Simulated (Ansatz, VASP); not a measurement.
## PbSe in VASP and in Ansatz

```
CELL_PARAMETERS angstrom
0.00000 3.01989 3.01989
3.01989 0.00000 3.01989
3.01989 3.01989 0.00000
ATOMIC_POSITIONS crystal
Pb 0.00000 0.00000 0.00000
Se 0.50000 0.50000 0.50000
```

Alike in both runs: task single point; functional HSE06; k mesh 4 × 4 × 4; occupations fermi-dirac, width 0.05 eV; no spin polarisation.

|  | VASP | Ansatz |
| --- | --- | --- |
| version | VASP 6.6.1 | Ansatz 0.2.0 development build |
| potentials or method | VASP PAW PBE potentials, release 64 (Pb_d, Se) | plane waves, PAW datasets (generated soft set 1) |
| plane-wave cutoff (eV) | 520 | 420 |
| valence electrons in the cell | 20 | 30 |

|  | VASP | Ansatz | Ansatz less VASP |
| --- | --- | --- | --- |
| gap on the k mesh at the Fermi level (eV) | 0.54 | 0.54 | -0.005 |

With one functional, cell and mesh, what is left measures potentials, basis and numerics. VASP's potentials hold 20 valence electrons a cell and Ansatz's 30, so a difference there can come from the potentials and not from the codes.

The k mesh is coarse, so the values compare programs but aren't converged. Spin-orbit coupling is off throughout.
